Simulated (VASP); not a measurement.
Set up this calculation in VASP 6.6.1, as the native input.

| Property | Result |
| --- | --- |
| Task | single point |
| Functional | PBE |
| Potentials or basis | VASP PAW PBE potentials, release 64 (Nb_sv) |
| Cutoff | 520 eV |
| k mesh | 11 × 11 × 11 |
| Occupations | fermi-dirac, width 0.05 eV |
| Spin | no spin polarisation |
| Dipole correction | no |
| Further INCAR settings | ALGO = Normal; EDIFF = 1e-06; NBANDS = 12 |

The structure of Nb lies in POSCAR:

```
Nb
1.0
   -1.6299823056      1.6299823056      1.6299823056
    1.6299823056     -1.6299823056      1.6299823056
    1.6299823056      1.6299823056     -1.6299823056
Nb
1
Direct
    0.0000000000      0.0000000000      0.0000000000
```

This cell differs from its parent crystal: volume scaled by 0.94.

The input as run:

INCAR

```
SYSTEM = Nb
PREC     = Accurate       ! precision mode
ENCUT    = 520            ! plane-wave cutoff, eV
EDIFF    = 1E-6           ! SCF threshold, eV
ISMEAR   = -1             ! smearing method
SIGMA    = 0.05           ! smearing width, eV
LREAL    = .False.        ! projectors in reciprocal space
LASPH    = .True.         ! aspherical terms in the spheres
NELM     = 60             ! most SCF steps
ALGO     = Normal         ! electronic algorithm
ISIF     = 2              ! what is computed and relaxed
LWAVE    = .False.        ! write WAVECAR
LCHARG   = .False.        ! write CHGCAR
GGA      = PE             ! functional
NBANDS   = 12             ! bands
```

KPOINTS

```
Automatic mesh
0
Gamma
  11 11 11
  0 0 0
```

Potentials or basis: VASP PAW PBE potentials, release 64 (Nb_sv).

Launch:

```sh
$ cat potpaw_PBE.64/Nb_sv/POTCAR > POTCAR
$ mpirun -np 1 vasp_std > vasp.out
```

Results of the run:

```yaml
Pressure: 8.9 GPa
```

Run time: 8.4 s on 1 thread of Intel(R) Xeon(R) 6975P-C (Granite Rapids) (shared host), peak memory 0.14 GiB.
